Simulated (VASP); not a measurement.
Runs of VASP 6.6.1 on MgI2. The structure is that of space group Fm-3m (No. 225), or close to it. The cells are those of the table. 

| level | cell | k mesh | smearing | grid for exact exchange (PRECFOCK) | screening parameter | gap on the mesh (eV) | pressure (GPa) | largest force (eV/Å) |
| --- | --- | --- | --- | --- | --- | --- | --- | --- |
| r2SCAN | a = 5.312, b = 5.312, c = 5.245 Å, angles 60.4, 60.4, 60.8°, 3 atoms | 6 × 6 × 6 | gaussian 0.01 eV | - | - | 1.30 | -0.1 | 0.01 |
| HSE06 | a = 5.311 Å, angles 60.0°, 3 atoms | 4 × 4 × 4 | gaussian 0.01 eV | Normal | 0.2079 1/Å | (a) | -0.6 | - |
| r2SCAN | a = 5.311 Å, angles 60.0°, 3 atoms | 6 × 6 × 6 | gaussian 0.01 eV | - | - | 1.29 | -0.1 | - |
| PBE | a = 5.312, b = 5.312, c = 5.245 Å, angles 60.4, 60.4, 60.8°, 3 atoms | 6 × 6 × 6 | fermi-dirac 0.02 eV | - | - | (b) | 0.2 | 0.01 |
| PBE | a = 5.311 Å, angles 60.0°, 3 atoms | 6 × 6 × 6 | fermi-dirac 0.02 eV | - | - | 0.58 | 0.2 | - |

Alike in all rows: task single point; potentials or basis VASP PAW PBE potentials, release 64 (Mg, I); no spin polarisation; cutoff (eV) 520.

Task: Fill in the values left out.

Result: (a) 1.37; (b) 0.59.

Caveats: spin-orbit coupling is left out, which moves the levels of the heavy elements; the PAW data sets were made with another functional, which shifts forces and pressure a little (some runs).

A k mesh can miss the band edges, and the runs leave out spin-orbit coupling on I.
